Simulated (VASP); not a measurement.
The system is Y.

```
Y
1.0
     0.00000    3.50000    3.50000
     3.50000    0.00000    3.50000
     3.50000    3.50000    0.00000
Y
2
Cartesian
  7.0000 7.0000 7.0000
  1.7500 1.7500 1.7500
```

This isn't the form of Y at room conditions, which is hcp.

* Program: VASP 6.6.1
* Task: relaxation of cell and atoms
* Functional: PBE
* Potentials or basis: VASP PAW PBE potentials, release 64 (Y_sv)
* Cutoff: 500 eV
* k mesh: 12 × 12 × 12
* Occupations: fermi-dirac, width 0.1 eV
* Spin: no spin polarisation

At the start: pressure 0.4 GPa; volume 42.88 Å³/atom.

How do energy, volume and symmetry change on relaxing?

Over 3 steps the energy falls by 2.3 meV/atom and the volume is 44.79 Å³/atom (+4.5 %); space group Fd-3m (No. 227, to 0.1 Å) before and after.

Step by step:
```csv
step,energy change (eV),largest force (eV/Å),pressure (GPa),volume (Å³)
1,0.0000,0.0000,0.40,85.75
2,-0.0027,0.0000,0.24,87.09
3,-0.0046,0.0000,0.02,89.58
```

Final structure:
```cif
data_structure
_symmetry_space_group_name_H-M 'P 1'
_symmetry_Int_Tables_number 1
_cell_length_a 5.0224
_cell_length_b 5.0224
_cell_length_c 5.0224
_cell_angle_alpha 60.000
_cell_angle_beta 60.000
_cell_angle_gamma 60.000
_cell_volume 89.58
loop_
_atom_site_label
_atom_site_type_symbol
_atom_site_fract_x
_atom_site_fract_y
_atom_site_fract_z
_atom_site_occupancy
Y1 Y 0.00000 0.00000 0.00000 1
Y2 Y 0.25000 0.25000 0.25000 1
```
